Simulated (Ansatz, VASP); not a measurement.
**TaAs in VASP and in Ansatz**

File INCAR:

```
SYSTEM = TaAs
ALGO = Normal ; EDIFF = 1E-7
ENCUT = 520 ; GGA = PE
ISIF = 2 ; ISMEAR = -1
LASPH = .TRUE. ; LCHARG = .FALSE.
LREAL = .FALSE. ; LWAVE = .FALSE.
NBANDS = 24 ; NELM = 60
PREC = Accurate ; SIGMA = 0.05
```

Contents of KPOINTS:

```
k-points
0
G
  11 11 11
  0 0 0
```

File POSCAR:

```
TaAs
1.0
   -1.7332164320      1.7332164320      5.9068032086
    1.7332164320     -1.7332164320      5.9068032086
    1.7332164320      1.7332164320     -5.9068032086
Ta As
2 2
Direct
    0.4999673000      0.4999673000      0.0000000000
    0.2499673000      0.7499673000      0.5000000000
    0.0826321200      0.0826321200      0.0000000000
    0.8326321200      0.3326321200      0.5000000000
```

Contents of input.yaml:

```yaml
crystal:
  lattice:
    - [-1.733216432, 1.733216432, 5.9068032086]
    - [1.733216432, -1.733216432, 5.9068032086]
    - [1.733216432, 1.733216432, -5.9068032086]
  atoms:
    - { symbol: Ta, position: [0.4999673, 0.4999673, 0.0] }
    - { symbol: Ta, position: [0.2499673, 0.7499673, 0.5] }
    - { symbol: As, position: [0.08263212, 0.08263212, 0.0] }
    - { symbol: As, position: [0.83263212, 0.33263212, 0.5] }
kpoints:
  mp_grid: { grid: [11, 11, 11] }
scf:
  occupations: { method: fermi_dirac, width: 0.05 }
hamiltonian:
  xc: pbe
  pseudopotentials: { kind: all_electron, lapw: { basis_error: 0.001 } }
output:
  forces: true
  stress: true
  eigenvalues: true
```

Change from the starting cell: volume scaled by 1.02.

Alike in both runs: task single point; functional PBE; k mesh 11 × 11 × 11; occupations fermi-dirac, width 0.05 eV; no spin polarisation.

```csv
,VASP,Ansatz
version,VASP 6.6.1,Ansatz 0.2.0
potentials or method,"VASP PAW PBE potentials, release 64 (Ta_pv, As), cutoff 520 eV","all-electron LAPW, scalar-relativistic"
```

Ansatz gave:

* gap on the k mesh at the Fermi level (eV): none
* pressure (GPa): -1.3
* traceless stress, the component that is largest in VASP (GPa): -0.35
* rms of the force components (eV/Å): 0.009

Task: Estimate VASP's values.

Result: gap on the k mesh at the Fermi level (eV): none; pressure (GPa): -1.0; traceless stress, the component that is largest in VASP (GPa): -0.39; rms of the force components (eV/Å): 0.010.

Atom by atom the forces differ by 0.001 eV/Å (rms over components). A gap of «none» marks a metal or a gap that the smearing closes. Ansatz ran all-electron here, and VASP with PAW potentials.

Spin-orbit coupling is off throughout.
